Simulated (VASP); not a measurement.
Set up this calculation in VASP 6.6.1, as the native input.

| Property | Result |
| --- | --- |
| Task | single point |
| Functional | r2SCAN |
| Potentials or basis | VASP PAW PBE potentials, release 64 (Ir) |
| Cutoff | 520 eV |
| k mesh | 22 × 22 × 22 |
| Occupations | gaussian, width 0.1 eV |
| Spin | no spin polarisation |
| Dipole correction | no |
| Further INCAR settings | ALGO = Normal; EDIFF = 1e-07; NBANDS = 10 |

The system is Ir.

```
Ir
1.0
     2.55149    0.00000    0.00000
     0.00000    2.55149    0.00000
     0.00000    0.00000    2.55149
Ir
1
Direct
  0.00000 0.00000 0.00000
```

These files were run (other wordings do the same):

POSCAR

```
Ir
1.0
    2.5514865610      0.0000000000      0.0000000000
    0.0000000000      2.5514865610      0.0000000000
    0.0000000000      0.0000000000      2.5514865610
Ir
1
Direct
    0.0000000000      0.0000000000      0.0000000000
```

INCAR.step1

```
SYSTEM = Ir
PREC = Accurate ; ENCUT = 520
ISMEAR = 0 ; SIGMA = 0.1
LREAL = .FALSE. ; LASPH = .TRUE.
NELM = 60 ; NBANDS = 10
GGA = PE ; ALGO = Normal
EDIFF = 1E-4 ; LWAVE = .TRUE.
LCHARG = .FALSE.
```

INCAR.step2

```
SYSTEM = Ir
PREC = Accurate ; ENCUT = 520
EDIFF = 1E-7 ; ISMEAR = 0
SIGMA = 0.1 ; LREAL = .FALSE.
LASPH = .TRUE. ; NELM = 60
ALGO = Normal ; ISIF = 2
LWAVE = .FALSE. ; LCHARG = .FALSE.
METAGGA = R2SCAN ; LMIXTAU = .TRUE.
NBANDS = 10 ; ISTART = 1
```

KPOINTS

```
regular mesh
0
G
  22 22 22
  0 0 0
```

Potentials or basis: VASP PAW PBE potentials, release 64 (Ir).

Command:

```sh
$ cat potpaw_PBE.64/Ir/POTCAR > POTCAR
$ cp INCAR.step1 INCAR
$ mpirun -np 1 vasp_std > vasp.out
$ cp INCAR.step2 INCAR
$ mpirun -np 1 vasp_std > vasp.out
```

Results of the run:

```
Pressure : 1.6 GPa
```

Caveat: the PAW data sets were made with another functional, which shifts forces and pressure a little.

Wall time 6.5 min on 1 thread of AMD EPYC 7R13, with other jobs on the host, peak memory 0.15 GiB.
